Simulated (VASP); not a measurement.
Here is a VASP 6.6.1 calculation.

Contents of INCAR:

```
  PREC = Accurate
  ENCUT = 520
  EDIFF = 1E-7
  ISMEAR = -1
  SIGMA = 0.05
  LREAL = False
  LASPH = True
  NELM = 150
  ALGO = Normal
  ISIF = 2
  LWAVE = False
  LCHARG = True
  LMAXMIX = 4
  LDAU = True
  LDAUTYPE = 2
  LDAUL = 2 -1
  LDAUU = 5 0
  LDAUJ = 0 0
  LDAUPRINT = 1
  GGA = PS
  LELF = True
  LVHAR = True
  NBANDS = 26
```

KPOINTS

```
regular mesh
0
Gamma
  11 11 11
```

POSCAR

```
NbAs
1.0
   -1.7258500000      1.7258500000      5.8400000000
    1.7258500000     -1.7258500000      5.8400000000
    1.7258500000      1.7258500000     -5.8400000000
Nb As
2 2
Direct
    0.5000000000      0.0000000000      0.5000000000
    0.7500000000      0.7500000000      0.0000000000
    0.9160000000      0.4160000000      0.5000000000
    0.1660000000      0.1660000000      0.0000000000
```

Potentials or basis: VASP PAW PBE potentials, release 64 (Nb_sv, As).

Launch:

```bash
$ cat potpaw_PBE.64/Nb_sv/POTCAR potpaw_PBE.64/As/POTCAR > POTCAR
$ mpirun -np 1 vasp_std > vasp.out
```

(1) Predict the pressure.

(2) What does it give for the band gap on the k mesh?

Answers

(1) 4.3 GPa.

(2) zero (bands 18 and 19 overlap by 0.03 eV).

Caveat: the cell stands under pressure; the PAW data sets were made with another functional, which shifts forces and pressure a little; U without spin polarisation on a metal has little footing; the U is typed as a test and isn't derived for this compound.
